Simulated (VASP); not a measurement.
Set up this calculation in VASP 6.6.1, as the native input.

- Task: single point
- Functional: r2SCAN0
- Potentials or basis: VASP PAW PBE potentials, release 64 (Cs_sv, Cl)
- Cutoff: 440 eV
- k mesh: 4 × 4 × 4
- Occupations: gaussian, width 0.01 eV
- Spin: no spin polarisation
- Dipole correction: no
- Grid for exact exchange (PRECFOCK): Normal
- Further INCAR settings: ALGO = Normal; EDIFF = 1e-06; NBANDS = 15
- Share of exact exchange: 0.25

CsCl:

```xyz
2
Lattice="4.1368 0.0000 0.0000 0.0000 4.1368 0.0000 0.0000 0.0000 4.1368" Properties=species:S:1:pos:R:3 pbc="T T T"
Cs    0.0000    0.0000    0.0000
Cl    2.0684    2.0684    2.0684
```

One way to write it, as run:

POSCAR

```
CsCl
1.0
    4.1368327747      0.0000000000      0.0000000000
    0.0000000000      4.1368327747      0.0000000000
    0.0000000000      0.0000000000      4.1368327747
Cs Cl
1 1
Direct
    0.0000000000      0.0000000000      0.0000000000
    0.5000000000      0.5000000000      0.5000000000
```

INCAR.step1

```
ALGO     = Normal         # electronic algorithm
EDIFF    = 1E-5           # SCF threshold, eV
ENCUT    = 440            # plane-wave cutoff, eV
GGA      = PE             # functional
GGA_COMPAT= F            
ISIF     = 2              # what is computed and relaxed
ISMEAR   = 0              # smearing method
LASPH    = T              # aspherical terms in the spheres
LCHARG   = F              # write CHGCAR
LREAL    = F              # projectors in reciprocal space
LWAVE    = T              # write WAVECAR
NBANDS   = 15             # bands
NELM     = 120            # most SCF steps
PREC     = Accurate       # precision mode
SIGMA    = 0.01           # smearing width, eV
```

INCAR.step2

```
AEXX     = 0.25           # exact-exchange fraction
ALGO     = Normal         # electronic algorithm
EDIFF    = 1E-6           # SCF threshold, eV
ENCUT    = 440            # plane-wave cutoff, eV
GGA_COMPAT= F            
ISIF     = 2              # what is computed and relaxed
ISMEAR   = 0              # smearing method
ISTART   = 1            
LASPH    = T              # aspherical terms in the spheres
LCHARG   = F              # write CHGCAR
LHFCALC  = T              # exact exchange
LMIXTAU  = T            
LREAL    = F              # projectors in reciprocal space
LWAVE    = F              # write WAVECAR
METAGGA  = R2SCAN         # meta-GGA
NBANDS   = 15             # bands
NELM     = 120            # most SCF steps
PREC     = Accurate       # precision mode
PRECFOCK = Normal       
SIGMA    = 0.01           # smearing width, eV
```

KPOINTS

```
k-points
0
Gamma
  4 4 4
```

Potentials or basis: VASP PAW PBE potentials, release 64 (Cs_sv, Cl).

Launch:

```sh
$ cat potpaw_PBE.64/Cs_sv/POTCAR potpaw_PBE.64/Cl/POTCAR > POTCAR
$ cp INCAR.step1 INCAR
$ mpirun -np 1 vasp_std > vasp.out
$ cp INCAR.step2 INCAR
$ mpirun -np 1 vasp_std > vasp.out
```

It gave:

* Pressure: -0.2 GPa
* Band gap on the k mesh: 7.72 eV

Caveat: the PAW data sets were made with another functional, which shifts forces and pressure a little; spin-orbit coupling is left out, which moves the levels of the heavy elements.

Run time: 8 min on 1 thread of Oxide Virtual Turin-like Processor (shared host), peak memory 0.14 GiB.
